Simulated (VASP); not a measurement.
HfO2: single point with LDA

Crystal: HfO2.

```xyz
6
Lattice="4.7889 0.0000 0.0000 0.0000 4.7889 0.0000 0.0000 0.0000 3.1858" Properties=species:S:1:pos:R:3 pbc="T T T"
Hf   -0.1500    0.0000    0.0000
Hf    2.2444    2.3944    1.5929
O     0.9344    3.8545    1.5929
O     1.4601    1.4601    0.0000
O     3.3288    3.3288    0.0000
O     3.8545    0.9344    1.5929
```

This cell differs from its parent crystal: all Hf atoms moved -0.150 Å, as atom 1 along Cartesian [1 0 0].

- Program: VASP 6.6.1
- Task: single point
- Functional: LDA
- Potentials or basis: VASP PAW LDA potentials, release 64 (Hf_pv, O)
- Cutoff: 520 eV
- k mesh: 6 × 6 × 8
- Occupations: gaussian, width 0.05 eV
- Spin: no spin polarisation
- Dipole correction: no
- Further INCAR settings: ALGO = Normal; EDIFF = 1e-07; NBANDS = 31

| Property | Result |
| --- | --- |
| Pressure | 0.0 GPa |
| Largest force | 1.270 eV/Å |
| Band gap on the k mesh | 3.99 eV |

Forces in eV/Å, atoms in the order of the input:
```
Hf   1.266 -0.096  0.000
Hf   1.266  0.096  0.000
O   -0.751  0.683  0.000
O   -0.515 -0.510  0.000
O   -0.751 -0.683  0.000
O   -0.515  0.510  0.000
```

Stress tensor (GPa, compression positive):
```
-0.64  0.00  0.00
 0.00  0.70  0.00
 0.00  0.00 -0.01
```

Levels at points of the mesh, in eV from the valence-band top:
```
           k point  band 18  band 19  band 20  band 21  band 22  band 23  band 24  band 25  band 26  band 27
(0.00, 0.00, 0.00)    -1.58    -0.87    -0.69    -0.62     0.00     3.99     4.17     5.36     5.60     5.80
(0.50, 0.00, 0.00)    -2.76    -1.50    -1.50    -0.73    -0.73     4.66     4.66     6.31     6.31     6.56
(0.00, 0.50, 0.00)    -2.61    -1.63    -1.32    -0.82    -0.57     4.67     4.69     5.89     6.16     6.74
(0.50, 0.50, 0.00)    -1.89    -1.15    -1.15    -0.89    -0.89     4.34     4.34     5.74     5.74     6.68
(0.00, 0.00, 0.50)    -2.42    -1.86    -1.86    -0.95    -0.95     5.59     5.59     5.96     5.96     6.38
(0.50, 0.00, 0.50)    -1.91    -1.71    -1.71    -1.13    -1.13     4.38     4.38     6.33     6.33     6.86
(0.00, 0.50, 0.50)    -1.99    -1.70    -1.70    -1.01    -1.01     4.24     4.24     6.31     6.31     7.03
(0.50, 0.50, 0.50)    -2.02    -1.12    -1.12    -0.59    -0.59     5.17     5.17     5.83     5.83     6.52
```

Run time: 120 s on 1 thread of Intel(R) Xeon(R) Platinum 8259CL CPU @ 2.50GHz (Skylake/Cascade Lake) (shared host), peak memory 0.26 GiB.

Caveat: the cell differs from its parent crystal (all Hf atoms moved -0.150 Å, as atom 1 along Cartesian [1 0 0]); spin-orbit coupling is left out, which moves the levels of the heavy elements; forces of over 1 eV/Å act on the atoms, so gaps and moduli don't describe the material at rest. A k mesh can miss the band edges.
